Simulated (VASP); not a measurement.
# MgO (P6_3/mmc) in VASP: further runs, part 2 of 2

VASP 6.6.1. The steps go on from the part before.

## Step 3: Single point, PBE (11.93 Å³/atom)

Contents of INCAR:

```
ALGO = Normal
EDIFF = 1E-6
ENCUT = 520
GGA = PE
ISIF = 2
ISMEAR = 0
LASPH = T
LCHARG = F
LREAL = F
LWAVE = F
NBANDS = 16
NELM = 60
PREC = Accurate
SIGMA = 0.05
```

Contents of KPOINTS:

```
k-points
0
Gamma
  9 9 6
```

Contents of POSCAR:

```
MgO
1.0
    3.5576566688      0.0000000000      0.0000000000
   -1.7788283344      3.0810210531      0.0000000000
    0.0000000000      0.0000000000      4.3524371687
Mg O
2 2
Direct
    0.6666666667      0.3333333333      0.7500000000
    0.3333333333      0.6666666667      0.2500000000
    0.6666666667      0.3333333333      0.2500000000
    0.3333333333      0.6666666667      0.7500000000
```

Potentials or basis: VASP PAW PBE potentials, release 64 (Mg, O).

Launch:

```console
cat potpaw_PBE.64/Mg/POTCAR potpaw_PBE.64/O/POTCAR > POTCAR
mpirun -np 1 vasp_std > vasp.out
```

OUTCAR:

```text
EDIFF = 1E-6
   ENCUT = 520
   GGA = PE
   ISIF = 2
   ISMEAR = 0
   LASPH = T
   LREAL = F
   NELM = 60
   PREC = Accurate

 ion  position               nearest neighbor table
   1  0.667  0.333  0.750-   4 2.05   4 2.05   4 2.05   3 2.18   3 2.18   2 2.99   2 2.99   2 2.99
                             2 2.99   2 2.99   2 2.99
   2  0.333  0.667  0.250-   3 2.05   3 2.05   3 2.05   4 2.18   4 2.18   1 2.99   1 2.99   1 2.99
                             1 2.99   1 2.99   1 2.99
   3  0.667  0.333  0.250-   2 2.05   2 2.05   2 2.05   1 2.18   1 2.18
   4  0.333  0.667  0.750-   1 2.05   1 2.05   1 2.05   2 2.18   2 2.18

  LATTYP: Found a hexagonal cell.
 ALAT       =     3.5576566688
 C/A-ratio  =     1.2234000000

  Lattice vectors:

 A1 = (   3.5576566688,   0.0000000000,   0.0000000000)
 A2 = (  -1.7788283344,   3.0810210531,   0.0000000000)
 A3 = (   0.0000000000,   0.0000000000,   4.3524371687)

Analysis of symmetry for initial positions (statically):
=====================================================================
 Subroutine PRICEL returns:
 Original cell was already a primitive cell.

 Routine SETGRP: Setting up the symmetry group for a
 hexagonal supercell.

 Subroutine GETGRP returns: Found 24 space group operations
 (whereof 12 operations were pure point group operations)
 out of a pool of 24 trial point group operations.

The static configuration has the point symmetry D_3d.
 The point group associated with its full space group is D_6h.

Analysis of symmetry for dynamics (positions and initial velocities):
=====================================================================
 Subroutine PRICEL returns:
 Original cell was already a primitive cell.

 Routine SETGRP: Setting up the symmetry group for a
 hexagonal supercell.

[... 122 lines left out ...]
   EMIN   =  10.00;   EMAX   =-10.00  energy-range for DOS
   EFERMI =   0.00;   METHOD = LEGACY
   ISMEAR =     0;   SIGMA  =   0.05  broadening in eV -4-tet -1-fermi 0-gaus
   EFERMI_NEDOS =   21; number of points for ismear=-14 and -15
   IALGO  =     38    algorithm
   IMIX   =      4    mixing-type and parameters
     AMIX     =   0.40;   BMIX     =  1.00
     AMIX_MAG =   1.60;   BMIX_MAG =  1.00
  volume/ion in A,a.u.               =      11.93        80.49
  Fermi-wavevector in a.u.,A,eV,Ry     =   1.137412  2.149397 17.601935  1.293706
  Thomas-Fermi vector in A             =   2.274117
   LORBIT       =      0    0 simple, 1 ext, 2 COOP (PROOUT), +10 PAW based schemes
   GGA     = PE    functional components
   LHFCALC =     F    Hartree Fock is set to
   AEXX    =    0.0000 exact exchange contribution
   IVDW    =     0    specifies the selected vdW correction
   LEPSILON=     F    determine dielectric tensor
   LRPA    =     F    only Hartree local field effects (RPA)
 non-spin polarized calculation
 Gauss-broadening in eV      SIGMA  =   0.05
  energy-cutoff  :      520.00
  volume of cell :       47.71
 maximum number of plane-waves:      1318
 NGX is ok and might be reduce to    28
   NGX = 13   NGY = 13   NGZ = 17

 number of electron      15.9999994 magnetization

 Free energy of the ion-electron system (eV)
  ---------------------------------------------------
  ext. energy  EPLUGINS =         0.00000000
  ---------------------------------------------------
  free energy    TOTEN  =       -23.62789822 eV

  energy without entropy =      -23.62789822  energy(sigma->0) =      -23.62789822

 E-fermi :   1.7467     XC(G=0):  -9.7249

 val. band max:        1.5293170040   @ k =   0.0000   0.0000   0.0000
 cond. band min:       4.5275963378   @ k =   0.0000   0.0000   0.0000
 fundamental gap:      2.9982793338
 Fermi energy:         1.7466995694

 k-point     1 :       0.0000    0.0000    0.0000
  band No.  band energies     occupation
      1     -15.0900      2.00000
      2     -13.9211      2.00000
      3      -1.8902      2.00000
      4      -0.0566      2.00000
      5      -0.0566      2.00000
      6       0.7695      2.00000
[... 433 lines left out ...]
      3      -1.6903      2.00000
      4      -1.1166      2.00000
      5      -1.1166      2.00000
      6       0.3931      2.00000
[... 8 lines left out ...]
     15      14.9649      0.00000
     16      17.1762      0.00000

 [... further k-points ...]
[... 5 lines left out ...]
  --------------------------------------------------------------------------------------
  -------------------------------------------------------------------------------------
  Total       -1.5278334     -1.5278334     -2.1700892      0.0000000     -0.0000000      0.0000000
  in kB      -51.3092149    -51.3092149    -72.8780855      0.0000000     -0.0000000      0.0000000
  external PRESSURE =     -58.4988385 kB  Pullay stress =       0.0000000 kB

 VOLUME and BASIS-vectors are now :
 -----------------------------------------------------------------------------
  energy-cutoff  :      520.00
  volume of cell :       47.71
      direct lattice vectors                 reciprocal lattice vectors
     3.557656669  0.000000000  0.000000000     0.281083897  0.162283863  0.000000000
    -1.778828334  3.081021053  0.000000000     0.000000000  0.324567727  0.000000000
     0.000000000  0.000000000  4.352437169     0.000000000  0.000000000  0.229756332

 POSITION                                       TOTAL-FORCE (eV/Angst)
 -----------------------------------------------------------------------------------
      1.77883      1.02701      3.26433        -0.000000      0.000000      0.000000
     -0.00000      2.05401      1.08811         0.000000     -0.000000      0.000000
      1.77883      1.02701      1.08811        -0.000000      0.000000     -0.000000
     -0.00000      2.05401      3.26433        -0.000000     -0.000000     -0.000000
 -----------------------------------------------------------------------------------
    total drift:                               -0.000000      0.000000     -0.000000

  FREE ENERGIE OF THE ION-ELECTRON SYSTEM (eV)
  ---------------------------------------------------
  free  energy   TOTEN  =       -23.6278982225 eV

  energy  without entropy=      -23.6278982225  energy(sigma->0) =      -23.62789822
```

OSZICAR:

```text
N       E                     dE             d eps       ncg     rms          rms(c)
DAV:   1     0.606878050370E+02    0.60688E+02   -0.73935E+03  1536   0.880E+02
DAV:   2    -0.236467093866E+02   -0.84335E+02   -0.76811E+02  2192   0.194E+02
DAV:   3    -0.275438294706E+02   -0.38971E+01   -0.38845E+01  1640   0.434E+01
DAV:   4    -0.275600835889E+02   -0.16254E-01   -0.16254E-01  1920   0.327E+00
DAV:   5    -0.275601674074E+02   -0.83818E-04   -0.83818E-04  1680   0.227E-01    0.111E+01
DAV:   6    -0.237053627249E+02    0.38548E+01   -0.10805E+01  1624   0.249E+01    0.379E+00
DAV:   7    -0.236454194820E+02    0.59943E-01   -0.17276E-01  1552   0.339E+00    0.214E+00
DAV:   8    -0.236299587224E+02    0.15461E-01   -0.10891E-01  1592   0.348E+00    0.555E-01
DAV:   9    -0.236268652836E+02    0.30934E-02   -0.76785E-03  1816   0.788E-01    0.118E-01
DAV:  10    -0.236278733912E+02   -0.10081E-02   -0.94288E-04  1536   0.221E-01    0.326E-02
DAV:  11    -0.236278998799E+02   -0.26489E-04   -0.33424E-05  1712   0.410E-02    0.234E-02
DAV:  12    -0.236278988445E+02    0.10354E-05   -0.10931E-05  1544   0.256E-02    0.643E-03
DAV:  13    -0.236278982225E+02    0.62205E-06   -0.18745E-06  1608   0.106E-02
   1 F= -.23627898E+02 E0= -.23627898E+02  d E =-.358669E-12
```

It took 49 s on 1 thread of Intel Xeon 8259CL, shared host; peak memory 0.18 GiB.

What came out:

```
Free energy            : -23.6279 eV
Pressure               : -5.8 GPa
Band gap on the k mesh : 3.00 eV
```

Caveat: the cell stands under tension.

## Step 4: Single point, PBE (11.93 Å³/atom)

Contents of INCAR:

```
PREC = Accurate
ENCUT = 520
EDIFF = 1E-7
ISMEAR = 0
SIGMA = 0.05
LREAL = F
LASPH = T
NELM = 80
ALGO = Normal
ISIF = 2
LWAVE = F
LCHARG = F
GGA = PE
NBANDS = 16
```

Contents of KPOINTS:

```
Automatic mesh
0
Gamma
  9 9 6
```

Contents of POSCAR:

```
MgO
1.0
    3.5958798970      0.0000000000      0.0000000000
   -1.7979399485      3.1141233397      0.0000000000
    0.0000000000      0.0000000000      4.2603985019
Mg O
2 2
Direct
    0.6666666667      0.3333333333      0.7500000000
    0.3333333333      0.6666666667      0.2500000000
    0.6666666667      0.3333333333      0.2500000000
    0.3333333333      0.6666666667      0.7500000000
```

Launch:

```console
cat potpaw_PBE.64/Mg/POTCAR potpaw_PBE.64/O/POTCAR > POTCAR
mpirun -np 1 vasp_std > vasp.out
```

It took 47 s on 1 thread of Intel Xeon 8259CL, shared host; peak memory 0.18 GiB.

It converged, with:

- Free energy: -23.6304 eV
- Pressure: -5.7 GPa
- Band gap on the k mesh: 3.05 eV

Stress tensor (GPa, compression positive):
```
-6.24  0.00  0.00
 0.00 -6.24  0.00
 0.00  0.00 -4.77
```

Levels at points of the mesh, in eV from the valence-band top:
```tsv
k point	band 6	band 7	band 8	band 9	band 10	band 11
(0.00, 0.00, 0.00)	-0.67	-0.67	0.00	3.05	8.89	11.74
(0.00, 0.00, 0.50)	-1.14	-1.14	-1.14	6.06	6.06	12.30
```

Caveat: the cell stands under tension.

## Step 5: Single point, PBE (11.93 Å³/atom)

Contents of INCAR:

```
SYSTEM = MgO
PREC = Accurate ; ENCUT = 520
EDIFF = 1E-6 ; ISMEAR = 0
SIGMA = 0.05 ; LREAL = .False.
LASPH = .True. ; NELM = 80
ALGO = Normal ; ISIF = 2
LWAVE = .False. ; LCHARG = .False.
GGA = PE ; NBANDS = 16
```

Contents of KPOINTS:

```
Automatic mesh
0
Gamma
  9 9 6
  0 0 0
```

Contents of POSCAR:

```
MgO
1.0
    3.6345326766      0.0000000000      0.0000000000
   -1.8172663383      3.1475976288      0.0000000000
    0.0000000000      0.0000000000      4.1702627932
Mg O
2 2
Direct
    0.6666666667      0.3333333333      0.7500000000
    0.3333333333      0.6666666667      0.2500000000
    0.6666666667      0.3333333333      0.2500000000
    0.3333333333      0.6666666667      0.7500000000
```

Launch:

```console
cat potpaw_PBE.64/Mg/POTCAR potpaw_PBE.64/O/POTCAR > POTCAR
mpirun -np 1 vasp_std > vasp.out
```

Run time: 50 s. Hardware: 1 thread of Intel Xeon 8259CL, shared host; peak memory 0.18 GiB.

It converged, with:

```
Free energy            : -23.6079 eV
Pressure               : -5.2 GPa
Band gap on the k mesh : 3.11 eV
```

Stress tensor (GPa, compression positive):
```
-7.06  0.00  0.00
 0.00 -7.06  0.00
 0.00  0.00 -1.35
```

Levels at points of the mesh, in eV from the valence-band top:
```csv
k point,band 4,band 5,band 6,band 7,band 8,band 9,band 10,band 11,band 12,band 13
"(0.00, 0.00, 0.00)",-1.57,-1.57,-0.58,-0.58,0.00,3.11,9.07,11.81,11.81,12.09
"(0.00, 0.00, 0.50)",-2.25,-1.09,-1.09,-1.09,-1.09,6.15,6.15,12.17,12.17,12.17
```

Caveat: the cell stands under tension.

## Step 6: Overview

```tsv
cell	gap on the mesh (eV)	pressure (GPa)
a = 3.482, b = 3.482, c = 4.542 Å, angles 90.0, 90.0, 120.0°, 4 atoms	2.91	-4.8
a = 3.558, b = 3.558, c = 4.352 Å, angles 90.0, 90.0, 120.0°, 4 atoms	3.00	-5.8
a = 3.596, b = 3.596, c = 4.260 Å, angles 90.0, 90.0, 120.0°, 4 atoms	3.05	-5.7
a = 3.635, b = 3.635, c = 4.170 Å, angles 90.0, 90.0, 120.0°, 4 atoms	3.11	-5.2
```

Alike in all rows: task single point; level PBE; potentials or basis VASP PAW PBE potentials, release 64 (Mg, O); no spin polarisation; k mesh 9 × 9 × 6; cutoff (eV) 520; smearing gaussian 0.05 eV.

Caveats: the cell stands under tension.

Absolute energies hang on the potentials; compare differences alone.
